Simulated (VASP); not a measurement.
O: single point with r2SCAN

Crystal: O.

```
O
1.0
     2.67995    1.70082    0.00000
     2.67995   -1.70082    0.00000
     3.41058    0.00000   -3.71809
O
2
Direct
  0.08900 0.08900 0.84700
  0.91100 0.91100 0.15300
```

* Program: VASP 6.6.1
* Task: single point
* Functional: r2SCAN
* Potentials or basis: VASP PAW PBE potentials, release 64 (O)
* Cutoff: 520 eV
* k mesh: 10 × 10 × 7
* Occupations: fermi-dirac, width 0.1 eV
* Spin: no spin polarisation

| Item | Value |
| --- | --- |
| Pressure | 11.7 GPa |
| Largest force | 8.750 eV/Å |
| Band gap on the k mesh | zero (bands 6 and 7 overlap by 0.62 eV) |

Forces in eV/Å, atoms in the order of the input:
```
O   -0.490  0.000  8.737
O    0.490  0.000 -8.737
```

Stress tensor (GPa, compression positive):
```
-5.97  0.00 -2.69
 0.00 -4.79  0.00
-2.69  0.00 45.74
```

Levels at points of the mesh, in eV from the Fermi level:
| k point | band 4 | band 5 | band 6 | band 7 | band 8 | band 9 |
| --- | --- | --- | --- | --- | --- | --- |
| (0.00, 0.00, 0.00) | -8.20 | -8.12 | 0.24 | 0.38 | 6.61 | 13.17 |
| (0.50, 0.00, 0.00) | -8.34 | -8.28 | -0.60 | 0.38 | 10.16 | 10.87 |
| (0.50, 0.50, 0.00) | -8.57 | -8.08 | -0.80 | 0.27 | 10.45 | 10.67 |

It took 8.4 min on 1 thread of AMD EPYC 7R43 64-Core Processor (Zen 3), with other jobs on the host, peak memory 0.16 GiB.

Caveat: the standard files for N, O and F lose accuracy on very short bonds; spin is off for a triplet molecule; the cell stands under pressure; the PAW data sets were made with another functional, which shifts forces and pressure a little.
